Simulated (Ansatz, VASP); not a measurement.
# Two plane-wave programs on P

```xyz
2
Lattice="-1.6386 2.4365 1.9809 1.6386 -2.4365 1.9809 1.6386 2.4365 -1.9809" Properties=species:S:1:pos:R:3 pbc="T T T"
P     0.0000    3.6548    0.2112
P     1.6386   -1.2183    1.7697
```

Alike in both runs: task single point; functional PBEsol; dispersion D3(BJ); k mesh 20 × 20 × 20; occupations gaussian, width 0.15 eV; no spin polarisation.

```csv
,VASP,Ansatz
version,VASP 6.6.1,Ansatz 0.2.0
potentials or method,"VASP PAW PBE potentials, release 64 (P), cutoff 520 eV","scalar-relativistic, plane waves, PAW"
valence electrons in the cell,10,10
```

```csv
,VASP,Ansatz,Ansatz less VASP
gap on the k mesh at the Fermi level (eV),none,none,-
pressure (GPa),-3.6,-3.7,-0.05
"traceless stress, the component that is largest in VASP (GPa)",-6.77,-6.64,+0.130
rms of the force components (eV/Å),0.050,0.029,-0.0209
```

VASP's potentials were made for PBE, not for PBEsol. Atom by atom the forces differ by 0.021 eV/Å (rms over components). A gap of «none» marks a metal or a gap that the smearing closes.
